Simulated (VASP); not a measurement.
# Cr (P6_3/mmc) in VASP: a series of runs

Cr is run at these levels: r2SCAN; tasks: single point.

Program: VASP 6.6.1. These are calculated values, not measurements. Logs are shortened: lines on timing, memory, paths and dates and some standing lists are left out, and cuts for length are marked.

## Step 1: The cell of the first run

The structure is hexagonal, space group P6_3/mmc (No. 194). Conventional cell: a = 2.554 Å, b = 2.554 Å, c = 4.634 Å, α = 90.00°, β = 90.00°, γ = 120.00°. Within 3.4 Å of Cr (site symmetry -6m2) lie 12 Cr at 2.55 to 2.75 Å.

## Step 2: Single point, r2SCAN (volume scaled by 1.12)

Input file POSCAR:

```
Cr
1.0
    2.5542831413      0.0000000000      0.0000000000
   -1.2771415707      2.2120740888      0.0000000000
    0.0000000000      0.0000000000      4.6338720903
Cr
2
Direct
    0.3333333333      0.6666666667      0.2500000000
    0.6666666667      0.3333333333      0.7500000000
```

Input file INCAR.step1:

```
  ALGO = Normal
  EDIFF = 1E-5
  ENCUT = 550
  GGA = PE
  GGA_COMPAT = False
  ISMEAR = -1
  LASPH = True
  LCHARG = False
  LREAL = False
  LWAVE = True
  NBANDS = 19
  NELM = 120
  PREC = Accurate
  SIGMA = 0.1
```

Input file INCAR.step2:

```
  ALGO = Normal
  EDIFF = 1E-6
  ENCUT = 550
  GGA_COMPAT = False
  ISIF = 2
  ISMEAR = -1
  ISTART = 1
  LASPH = True
  LCHARG = False
  LMIXTAU = True
  LREAL = False
  LWAVE = False
  METAGGA = R2SCAN
  NBANDS = 19
  NELM = 120
  PREC = Accurate
  SIGMA = 0.1
```

Input file KPOINTS:

```
k-points
0
Gamma
  16 16 8
```

Potentials or basis: VASP PAW PBE potentials, release 64 (Cr_pv).

Started as:

```
$ cat potpaw_PBE.64/Cr_pv/POTCAR > POTCAR
$ cp INCAR.step1 INCAR
$ mpirun -np 1 vasp_std > vasp.out
$ cp INCAR.step2 INCAR
$ mpirun -np 1 vasp_std > vasp.out
```

OUTCAR:

```text
EDIFF = 1E-6
   ENCUT = 550
   ISIF = 2
   ISMEAR = -1
   ISTART = 1
   LASPH = True
   LREAL = False
   METAGGA = R2SCAN
   NELM = 120
   PREC = Accurate

 ion  position               nearest neighbor table
   1  0.333  0.667  0.250-   2 2.75   2 2.75   2 2.75   2 2.75   2 2.75   2 2.75
   2  0.667  0.333  0.750-   1 2.75   1 2.75   1 2.75   1 2.75   1 2.75   1 2.75

  LATTYP: Found a hexagonal cell.
 ALAT       =     2.5542831413
 C/A-ratio  =     1.8141575675

  Lattice vectors:

 A1 = (   2.5542831413,   0.0000000000,   0.0000000000)
 A2 = (  -1.2771415707,   2.2120740888,   0.0000000000)
 A3 = (   0.0000000000,   0.0000000000,   4.6338720903)

Analysis of symmetry for initial positions (statically):
=====================================================================
 Subroutine PRICEL returns:
 Original cell was already a primitive cell.

 Routine SETGRP: Setting up the symmetry group for a
 hexagonal supercell.

 Subroutine GETGRP returns: Found 24 space group operations
 (whereof 12 operations were pure point group operations)
 out of a pool of 24 trial point group operations.

The static configuration has the point symmetry D_3d.
 The point group associated with its full space group is D_6h.

Analysis of symmetry for dynamics (positions and initial velocities):
=====================================================================
 Subroutine PRICEL returns:
 Original cell was already a primitive cell.

 Routine SETGRP: Setting up the symmetry group for a
 hexagonal supercell.

 Subroutine GETGRP returns: Found 24 space group operations
 (whereof 12 operations were pure point group operations)
 out of a pool of 24 trial point group operations.

The dynamic configuration has the point symmetry D_3d.
 The point group associated with its full space group is D_6h.

 Subroutine INISYM returns: Found 24 space group operations
 (whereof 12 operations are pure point group operations),
 and found     1 'primitive' translations

----------------------------------------------------------------------------------------

                                     Primitive cell

  volume of cell :      26.1826

  direct lattice vectors                    reciprocal lattice vectors
     2.554283141  0.000000000  0.000000000     0.391499276  0.226032212  0.000000000
    -1.277141571  2.212074089  0.000000000     0.000000000  0.452064425  0.000000000
     0.000000000  0.000000000  4.633872090     0.000000000  0.000000000  0.215802245

  length of vectors
     2.554283141  2.554283141  4.633872090     0.452064425  0.452064425  0.215802245

  position of ions in fractional coordinates (direct lattice)
     0.333333333  0.666666667  0.250000000
     0.666666667  0.333333333  0.750000000

  ion indices of the primitive-cell ions
   primitive index   ion index
                 1           1
                 2           2

----------------------------------------------------------------------------------------

 KPOINTS: k-points

Automatic generation of k-mesh.
 Grid dimensions read from file:
 generate k-points for:   16   16    8

 Generating k-lattice:

  Cartesian coordinates                     Fractional coordinates (reciprocal lattice)
     0.024468705  0.014127013  0.000000000     0.062500000  0.000000000  0.000000000
     0.000000000  0.028254027  0.000000000     0.000000000  0.062500000  0.000000000
     0.000000000  0.000000000  0.026975281     0.000000000  0.000000000  0.125000000

  Length of vectors
     0.028254027  0.028254027  0.026975281

  Shift w.r.t. Gamma in fractional coordinates (k-lattice)
     0.000000000  0.000000000  0.000000000

 Subroutine IBZKPT returns following result:
 ===========================================

 Found    150 irreducible k-points:

 Following reciprocal coordinates:
            Coordinates               Weight
  0.000000  0.000000  0.000000      1.000000
  0.062500  0.000000  0.000000      6.000000
  0.125000  0.000000  0.000000      6.000000
  0.187500  0.000000  0.000000      6.000000
  0.250000  0.000000  0.000000      6.000000
  0.312500  0.000000  0.000000      6.000000
[... 16 lines left out ...]
  0.187500  0.187500  0.000000      6.000000
  0.250000  0.187500  0.000000     12.000000
 [... further k-points ...]
   k-points           NKPTS =    150   k-points in BZ     NKDIM =    150   number of bands    NBANDS=     19
   number of dos      NEDOS =    301   number of ions     NIONS =      2
   total plane-waves  NPLWV =  14400
   dimension x,y,z NGX =    20 NGY =   20 NGZ =   36
   dimension x,y,z NGXF=    40 NGYF=   40 NGZF=   72
   ions per type =               2
   NGX,Y,Z   is equivalent  to a cutoff of  13.02, 13.02, 12.92 a.u.
   NGXF,Y,Z  is equivalent  to a cutoff of  26.03, 26.03, 25.83 a.u.
 SYSTEM =  unknown system
   PREC   = accura    normal or accurate (medium, high low for compatibility)
   ISTART =      1    job   : 0-new  1-cont  2-samecut
   ICHARG =      0    charge: 1-file 2-atom 10-const
[... 89 lines left out ...]
      3     -35.1939      2.00000
      4     -35.1505      2.00000
      5     -35.1197      2.00000
      6     -35.0679      2.00000
[... 11 lines left out ...]
     18      12.3012      0.00000
     19      12.3725      0.00000

 k-point     4 :       0.1875    0.0000    0.0000
  band No.  band energies     occupation
      1     -35.6777      2.00000
      2     -35.3056      2.00000
      3     -35.2673      2.00000
      4     -35.2611      2.00000
      5     -35.1485      2.00000
      6     -35.0898      2.00000
[... 11 lines left out ...]
     18      12.2990      0.00000
     19      12.3950      0.00000

 k-point     5 :       0.2500    0.0000    0.0000
  band No.  band energies     occupation
      1     -35.6319      2.00000
      2     -35.4373      2.00000
      3     -35.3888      2.00000
      4     -35.2743      2.00000
      5     -35.1820      2.00000
      6     -35.1159      2.00000
[... 11 lines left out ...]
     18      12.2967      0.00000
     19      12.3926      0.00000

 k-point     6 :       0.3125    0.0000    0.0000
  band No.  band energies     occupation
      1     -35.5816      2.00000
      2     -35.5685      2.00000
      3     -35.5140      2.00000
      4     -35.2856      2.00000
      5     -35.2149      2.00000
      6     -35.1424      2.00000
[... 11 lines left out ...]
     18      12.2965      0.00000
     19      12.3895      0.00000

 k-point     7 :       0.3750    0.0000    0.0000
  band No.  band energies     occupation
      1     -35.6790      2.00000
      2     -35.6184      2.00000
      3     -35.5328      2.00000
      4     -35.3013      2.00000
      5     -35.2426      2.00000
      6     -35.1649      2.00000
[... 11 lines left out ...]
     18      12.3010      0.00000
     19      12.3872      0.00000

 k-point     8 :       0.4375    0.0000    0.0000
  band No.  band energies     occupation
      1     -35.7525      2.00000
      2     -35.6874      2.00000
      3     -35.4940      2.00000
      4     -35.3179      2.00000
      5     -35.2609      2.00000
      6     -35.1800      2.00000
[... 256 lines left out ...]
 k-point    20 :       0.3125    0.1250    0.0000
  band No.  band energies     occupation
      1     -35.6602      2.00000
      2     -35.6080      2.00000
      3     -35.5179      2.00000
      4     -35.3068      2.00000
      5     -35.2930      2.00000
      6     -35.2229      2.00000
[... 11 lines left out ...]
     18      12.3064      0.00000
     19      12.4676      0.00000

 k-point    21 :       0.3750    0.1250    0.0000
  band No.  band energies     occupation
      1     -35.7233      2.00000
      2     -35.6614      2.00000
      3     -35.4794      2.00000
      4     -35.3248      2.00000
      5     -35.3196      2.00000
      6     -35.2431      2.00000
[... 11 lines left out ...]
     18      12.3106      0.00000
     19      13.0146      0.00000

 k-point    22 :       0.4375    0.1250    0.0000
  band No.  band energies     occupation
      1     -35.7454      2.00000
      2     -35.6800      2.00000
      3     -35.4631      2.00000
      4     -35.3339      2.00000
      5     -35.3290      2.00000
      6     -35.2502      2.00000
[... 11 lines left out ...]
     18      12.3075      0.00000
     19      13.5489      0.00000

 k-point    23 :       0.1875    0.1875    0.0000
  band No.  band energies     occupation
      1     -35.5695      2.00000
      2     -35.5276      2.00000
      3     -35.5208      2.00000
      4     -35.2887      2.00000
      5     -35.2578      2.00000
      6     -35.2092      2.00000
[... 11 lines left out ...]
     18      12.2999      0.00000
     19      12.4025      0.00000

 k-point    24 :       0.2500    0.1875    0.0000
  band No.  band energies     occupation
      1     -35.6090      2.00000
      2     -35.5804      2.00000
      3     -35.5233      2.00000
      4     -35.3140      2.00000
      5     -35.3043      2.00000
      6     -35.2593      2.00000
[... 11 lines left out ...]
     18      12.3065      0.00000
     19      12.5087      0.00000

 [... further k-points ...]

------------------------ aborting loop because EDIFF is reached ----------------------------------------

  FORCE on cell =-STRESS in cart. coord.  units (eV):
  Direction    XX          YY          ZZ          XY          YZ          ZX
  --------------------------------------------------------------------------------------
  -------------------------------------------------------------------------------------
  Total       -3.8245337     -3.8245337     -3.2644578      0.0000000      0.0000000      0.0000000
  in kB     -234.0325830   -234.0325830   -199.7601694      0.0000000      0.0000000      0.0000000
  external PRESSURE =    -222.6084451 kB  Pullay stress =       0.0000000 kB

 VOLUME and BASIS-vectors are now :
 -----------------------------------------------------------------------------
  energy-cutoff  :      550.00
  volume of cell :       26.18
      direct lattice vectors                 reciprocal lattice vectors
     2.554283141  0.000000000  0.000000000     0.391499276  0.226032212  0.000000000
    -1.277141571  2.212074089  0.000000000     0.000000000  0.452064425  0.000000000
     0.000000000  0.000000000  4.633872090     0.000000000  0.000000000  0.215802245

 POSITION                                       TOTAL-FORCE (eV/Angst)
 -----------------------------------------------------------------------------------
     -0.00000      1.47472      1.15847        -0.000000      0.000000      0.000000
      1.27714      0.73736      3.47540         0.000000     -0.000000      0.000000
 -----------------------------------------------------------------------------------
    total drift:                               -0.000000      0.000000     -0.000000

  FREE ENERGIE OF THE ION-ELECTRON SYSTEM (eV)
  ---------------------------------------------------
  free  energy   TOTEN  =       -28.5156639686 eV

  energy  without entropy=      -28.4205169042  energy(sigma->0) =      -28.46809044
```

It took 8.2 min on 1 thread of Intel Xeon 8259CL, shared host; peak memory 0.2 GiB.

Results:

```
Free energy            : -28.5157 eV
Pressure               : -22.3 GPa
Band gap on the k mesh : zero (band 12 reaches 10.12 eV, above the bottom of band 13 at 8.86 eV)
```

Caveat: the PAW data sets were made with another functional, which shifts forces and pressure a little; the run has no spin polarisation, though such a crystal can be magnetic. Spin polarisation is off, so any magnetic state and its effect on volume and gap are missing.

## Step 3: Single point, r2SCAN, collinear spin, antiferromagnetic start (volume scaled by 0.88)

Input file POSCAR:

```
Cr
1.0
    2.8121267871      0.0000000000      0.0000000000
   -1.4060633935      2.4353732363      0.0000000000
    0.0000000000      0.0000000000      3.8206367644
Cr
2
Direct
    0.3333333333      0.6666666667      0.2500000000
    0.6666666667      0.3333333333      0.7500000000
```

Input file INCAR.step1:

```
SYSTEM = Cr
ALGO     = Normal         ! electronic algorithm
EDIFF    = 1E-4           ! SCF threshold, eV
ENCUT    = 520            ! plane-wave cutoff, eV
GGA      = PE             ! functional
ISMEAR   = -1             ! smearing method
ISPIN    = 2              ! spin polarisation
LASPH    = .TRUE.         ! aspherical terms in the spheres
LCHARG   = .FALSE.        ! write CHGCAR
LMAXMIX  = 4              ! l up to which the mixer works
LREAL    = .FALSE.        ! projectors in reciprocal space
LWAVE    = .TRUE.         ! write WAVECAR
MAGMOM   = 3.096 -3.096   ! initial moments
NBANDS   = 23             ! bands
NELM     = 150            ! most SCF steps
PREC     = Accurate       ! precision mode
SIGMA    = 0.05           ! smearing width, eV
```

Input file INCAR.step2:

```
SYSTEM = Cr
ALGO     = Normal         ! electronic algorithm
EDIFF    = 1E-6           ! SCF threshold, eV
ENCUT    = 520            ! plane-wave cutoff, eV
ISIF     = 2              ! what is computed and relaxed
ISMEAR   = -1             ! smearing method
ISPIN    = 2              ! spin polarisation
ISTART   = 1            
LASPH    = .TRUE.         ! aspherical terms in the spheres
LCHARG   = .FALSE.        ! write CHGCAR
LMAXMIX  = 4              ! l up to which the mixer works
LMIXTAU  = .TRUE.       
LORBIT   = 11             ! projections on sites
LREAL    = .FALSE.        ! projectors in reciprocal space
LWAVE    = .FALSE.        ! write WAVECAR
MAGMOM   = 3.096 -3.096   ! initial moments
METAGGA  = R2SCAN         ! meta-GGA
NBANDS   = 23             ! bands
NELM     = 150            ! most SCF steps
PREC     = Accurate       ! precision mode
SIGMA    = 0.05           ! smearing width, eV
```

Input file KPOINTS:

```
k-points
0
G
  14 14 9
  0 0 0
```

Potentials or basis: VASP PAW PBE potentials, release 64 (Cr_pv).

Started as:

```
$ cat potpaw_PBE.64/Cr_pv/POTCAR > POTCAR
$ cp INCAR.step1 INCAR
$ mpirun -np 1 vasp_std > vasp.out
$ cp INCAR.step2 INCAR
$ mpirun -np 1 vasp_std > vasp.out
```

It took 15 min on 1 thread of Oxide Virtual Turin-like, shared host; peak memory 0.2 GiB.

Results (log left out):

```yaml
Free_energy: -29.0544 eV
Pressure: 10.7 GPa
Band_gap_on_the_k_mesh: zero (filled and empty bands overlap)
Net_moment: 0.00 μB per cell
Site_moments: Cr +2.78, -2.78 μB
Valence_electrons_inside_the_program's_atomic_spheres: Cr 11.13
```

Stress tensor (GPa, compression positive):
```
 9.44  0.00  0.00
 0.00  9.44  0.00
 0.00  0.00 13.36
```

Levels at points of the mesh, in eV from the Fermi level:
Spin up:
| k point | band 10 | band 11 | band 12 | band 13 | band 14 | band 15 |
| --- | --- | --- | --- | --- | --- | --- |
| (0.00, 0.00, 0.00) | -1.79 | -1.15 | -1.15 | 1.11 | 1.23 | 1.45 |
| (0.50, 0.00, 0.00) | -2.25 | -1.99 | 0.24 | 0.64 | 1.12 | 1.25 |
Spin down:
| k point | band 9 | band 10 | band 11 | band 12 | band 13 | band 14 | band 15 | band 16 |
| --- | --- | --- | --- | --- | --- | --- | --- | --- |
| (0.00, 0.00, 0.00) | -1.79 | -1.79 | -1.15 | -1.15 | 1.11 | 1.23 | 1.45 | 1.45 |
| (0.50, 0.00, 0.00) | -3.44 | -2.25 | -1.99 | 0.24 | 0.64 | 1.12 | 1.25 | 2.94 |

Caveat: the PAW data sets were made with another functional, which shifts forces and pressure a little.

## Step 4: Single point, r2SCAN, collinear spin, antiferromagnetic start (volume scaled by 0.92)

Input file POSCAR:

```
Cr
1.0
    2.8541050175      0.0000000000      0.0000000000
   -1.4270525088      2.4717274502      0.0000000000
    0.0000000000      0.0000000000      3.8776696021
Cr
2
Direct
    0.3333333333      0.6666666667      0.2500000000
    0.6666666667      0.3333333333      0.7500000000
```

INCAR.step1 is that of step 3.

Changes to INCAR.step2 since step 3:

```diff
@@ -2,3 +2,3 @@
 ALGO     = Normal         ! electronic algorithm
-EDIFF    = 1E-6           ! SCF threshold, eV
+EDIFF    = 1E-7           ! SCF threshold, eV
 ENCUT    = 520            ! plane-wave cutoff, eV
@@ -9,3 +9,4 @@
 LASPH    = .TRUE.         ! aspherical terms in the spheres
-LCHARG   = .FALSE.        ! write CHGCAR
+LCHARG   = .TRUE.         ! write CHGCAR
+LELF     = .TRUE.         ! ELF
 LMAXMIX  = 4              ! l up to which the mixer works
@@ -14,2 +15,3 @@
 LREAL    = .FALSE.        ! projectors in reciprocal space
+LVHAR    = .TRUE.       
 LWAVE    = .FALSE.        ! write WAVECAR
```

KPOINTS is that of step 3.

Started as:

```
$ cat potpaw_PBE.64/Cr_pv/POTCAR > POTCAR
$ cp INCAR.step1 INCAR
$ mpirun -np 1 vasp_std > vasp.out
$ cp INCAR.step2 INCAR
$ mpirun -np 1 vasp_std > vasp.out
```

Wall time 17 min (1 thread of Oxide Virtual Turin-like, shared host); peak memory 0.2 GiB.

Results (log left out):

```yaml
Free_energy: -29.1185 eV
Pressure: 6.6 GPa
Band_gap_on_the_k_mesh: zero (filled and empty bands overlap)
Net_moment: 0.00 μB per cell
Site_moments: Cr +2.96, -2.96 μB
Valence_electrons_inside_the_program's_atomic_spheres: Cr 11.04
```

Stress tensor (GPa, compression positive):
```
5.99 0.00 0.00
0.00 5.99 0.00
0.00 0.00 7.84
```

Levels at points of the mesh, in eV from the Fermi level:
Spin up:
| k point | band 8 | band 9 | band 10 | band 11 | band 12 | band 13 | band 14 | band 15 | band 16 | band 17 |
| --- | --- | --- | --- | --- | --- | --- | --- | --- | --- | --- |
| (0.00, 0.00, 0.00) | -4.13 | -1.77 | -1.77 | -1.16 | -1.16 | 1.18 | 1.27 | 1.68 | 1.68 | 2.03 |
| (0.50, 0.00, 0.00) | -3.53 | -3.30 | -2.20 | -1.92 | 0.13 | 0.76 | 1.15 | 1.33 | 2.76 | 3.59 |
Spin down:
| k point | band 9 | band 10 | band 11 | band 12 | band 13 | band 14 | band 15 | band 16 |
| --- | --- | --- | --- | --- | --- | --- | --- | --- |
| (0.00, 0.00, 0.00) | -1.77 | -1.77 | -1.16 | -1.16 | 1.18 | 1.27 | 1.68 | 1.68 |
| (0.50, 0.00, 0.00) | -3.30 | -2.20 | -1.92 | 0.13 | 0.76 | 1.15 | 1.33 | 2.76 |

Caveat: the PAW data sets were made with another functional, which shifts forces and pressure a little.

## Step 5: Summary

| spin | cell | k mesh | cutoff (eV) | smearing | gap on the mesh (eV) | pressure (GPa) | moment (μB) |
| --- | --- | --- | --- | --- | --- | --- | --- |
| off | a = 2.554, b = 2.554, c = 4.634 Å, angles 90.0, 90.0, 120.0°, 2 atoms | 16 × 16 × 8 | 550 | fermi-dirac 0.1 eV | none | -22.3 | - |
| collinear, antiferromagnetic start | a = 2.812, b = 2.812, c = 3.821 Å, angles 90.0, 90.0, 120.0°, 2 atoms | 14 × 14 × 9 | 520 | fermi-dirac 0.05 eV | none | 10.7 | 0.00 |
| collinear, antiferromagnetic start | a = 2.854, b = 2.854, c = 3.878 Å, angles 90.0, 90.0, 120.0°, 2 atoms | 14 × 14 × 9 | 520 | fermi-dirac 0.05 eV | none | 6.6 | 0.00 |

Alike in all rows: task single point; level r2SCAN; potentials or basis VASP PAW PBE potentials, release 64 (Cr_pv).

Caveats: the PAW data sets were made with another functional, which shifts forces and pressure a little.

Total energies depend on the potentials used, so only differences within one code and one set of settings carry meaning.
